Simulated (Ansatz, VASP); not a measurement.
One calculation of BN, two programs

```xyz
6
Lattice="-1.2531 -2.1704 0.0000 1.2531 -2.1704 0.0000 0.0000 0.0000 9.7347" Properties=species:S:1:pos:R:3 pbc="T T T"
B     0.0000   -4.3407    4.9438
B     0.0000   -1.4469    8.2387
B     0.0000   -2.8938    1.6489
N     0.0000   -4.3407    8.2357
N     0.0000   -1.4469    1.6460
N     0.0000   -2.8938    4.9409
```

Alike in both runs: task single point; functional PBE; dispersion D3(BJ); k mesh 10 × 10 × 3; occupations gaussian, width 0.05 eV; no spin polarisation.

|  | VASP | Ansatz |
| --- | --- | --- |
| version | VASP 6.6.1 | Ansatz 0.2.0 |
| potentials or method | VASP PAW PBE potentials, release 64 (B, N), cutoff 520 eV | scalar-relativistic, plane waves, PAW |
| valence electrons in the cell | 24 | 24 |

VASP gave:

| Quantity | Value |
| --- | --- |
| gap on the k mesh at the Fermi level (eV) | 4.12 |
| least direct gap on the mesh (eV) | 4.71 |
| pressure (GPa) | 0.2 |
| traceless stress, the component that is largest in VASP (GPa) | 0.21 |
| rms of the force components (eV/Å) | 0.016 |

Task: Estimate Ansatz's values.

Result: gap on the k mesh at the Fermi level (eV): 4.13; least direct gap on the mesh (eV): 4.71; pressure (GPa): 0.2; traceless stress, the component that is largest in VASP (GPa): 0.41; rms of the force components (eV/Å): 0.016.

Atom by atom the forces differ by 0.000 eV/Å (rms over components).
